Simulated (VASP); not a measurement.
MgS, 2 atoms in the cell. The structure is cubic, space group F-43m (No. 216). The conventional cell has a = 5.628 Å, b = 5.628 Å, c = 5.628 Å, α = 90.00°, β = 90.00°, γ = 90.00°. Within 3.2 Å of S (site symmetry -43m) lie 4 Mg at 2.44 Å. Within 3.2 Å of Mg (site symmetry -43m) lie 4 S at 2.44 Å. 

```yaml
Program: VASP 6.6.1
Task: single point
Functional: r2SCAN
Potentials_or_basis: VASP PAW PBE potentials, release 64 (S, Mg)
Cutoff: 520 eV
k_mesh: 8 × 8 × 8
Occupations: fermi-dirac, width 0.05 eV
Spin: no spin polarisation
Dipole_correction: no
Further_INCAR_settings: ALGO = Normal; EDIFF = 1e-06; NBANDS = 11
```

Potentials or basis: VASP PAW PBE potentials, release 64 (S, Mg).

Run with:

```console
$ cat potpaw_PBE.64/S/POTCAR potpaw_PBE.64/Mg/POTCAR > POTCAR
$ cp INCAR.step1 INCAR
$ mpirun -np 1 vasp_std > vasp.out
$ cp INCAR.step2 INCAR
$ mpirun -np 1 vasp_std > vasp.out
```

Hardware: 1 thread of Intel(R) Xeon(R) Platinum 8488C (Sapphire Rapids), on a shared host.

Question: How long does it take, and how much memory?

Answer: It took 46 s on 1 thread of Intel(R) Xeon(R) Platinum 8488C (Sapphire Rapids), with other jobs on the host, peak memory 0.17 GiB. Counts: k points 29.
